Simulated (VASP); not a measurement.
Set up this calculation in VASP 6.6.1, as the native input.

- Task: single point
- Functional: PBEsol
- Potentials or basis: VASP PAW PBE potentials, release 64 (Si)
- Cutoff: 520 eV
- k mesh: 13 × 13 × 13
- Occupations: fermi-dirac, width 0.1 eV
- Spin: no spin polarisation
- Dipole correction: no
- Further INCAR settings: ALGO = Normal; EDIFF = 1e-06; NBANDS = 11

The structure of Si lies in POSCAR:

```
Si
1.0
    3.6032702820     -0.0000022717     -0.0025456502
   -2.6248021132      2.4685968873     -0.0025456502
   -0.4916005996     -1.2402678308      3.3848622156
Si
2
Direct
    0.2500988462      0.7499011538      0.5000000000
    0.4999011538      0.5000988462      0.0000000000
```

One way to write it, as run:

INCAR

```
PREC = Accurate
ENCUT = 520
EDIFF = 1E-6
ISMEAR = -1
SIGMA = 0.1
LREAL = False
LASPH = True
NELM = 60
ALGO = Normal
ISIF = 2
LWAVE = False
LCHARG = True
GGA = PS
LELF = True
LVHAR = True
NBANDS = 11
```

KPOINTS

```
Automatic mesh
0
Gamma
  13 13 13
```

Potentials or basis: VASP PAW PBE potentials, release 64 (Si).

Run with:

```sh
$ cat potpaw_PBE.64/Si/POTCAR > POTCAR
$ mpirun -np 1 vasp_std > vasp.out
```

Results of the run:

```
Pressure               : 0.1 GPa
Band gap on the k mesh : zero (bands 4 and 5 overlap by 6.16 eV)
```

Caveat: the PAW data sets were made with another functional, which shifts forces and pressure a little.

Wall time 2.5 min on 1 thread of Intel Xeon 8259CL (shared host), peak memory 0.27 GiB.
